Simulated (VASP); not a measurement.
Crystal: KI.

```
K I
1.0
     5.63171    0.00000    0.00000
    -2.81586    4.87721    0.00000
     0.00000    0.00000    7.03927
K I
2 2
Cartesian
  0.0000 3.2515 1.7598
  2.8159 1.6257 5.2795
  2.8159 1.6257 1.7598
  0.0000 3.2515 5.2795
```

* Program: VASP 6.6.1
* Task: relaxation of cell and atoms
* Functional: PBEsol
* Potentials or basis: VASP PAW PBE potentials, release 64 (K_sv, I)
* Cutoff: 600 eV
* k mesh: 6 × 6 × 4
* Occupations: fermi-dirac, width 0.03 eV
* Spin: no spin polarisation

At the start: pressure 1.4 GPa; volume 48.34 Å³/atom.

Question: Where does the relaxation end?

Answer: Over 7 steps the energy falls by 33.4 meV/atom and the volume is 53.86 Å³/atom (+11.4 %); space group P6_3/mmc (No. 194, to 0.05 Å).

The path:
```csv
step,energy change (eV),largest force (eV/Å),pressure (GPa),volume (Å³)
1,0.0000,0.0000,1.37,193.35
2,-0.1011,0.0000,0.52,205.13
3,-0.1290,0.0000,0.04,214.44
4,-0.1307,0.0000,-0.08,217.18
5,-0.1308,0.0000,-0.10,217.67
6,-0.1327,0.0000,-0.05,216.63
7,-0.1335,0.0000,0.01,215.43
```

Final structure:
```cif
data_structure
_symmetry_space_group_name_H-M 'P 1'
_symmetry_Int_Tables_number 1
_cell_length_a 5.9778
_cell_length_b 5.9778
_cell_length_c 6.9615
_cell_angle_alpha 90.000
_cell_angle_beta 90.000
_cell_angle_gamma 120.000
_cell_volume 215.43
loop_
_atom_site_label
_atom_site_type_symbol
_atom_site_fract_x
_atom_site_fract_y
_atom_site_fract_z
_atom_site_occupancy
K1 K 0.33333 0.66667 0.25000 1
K2 K 0.66667 0.33333 0.75000 1
I1 I 0.66667 0.33333 0.25000 1
I2 I 0.33333 0.66667 0.75000 1
```

Caveat: the PAW data sets were made with another functional, which shifts forces and pressure a little.
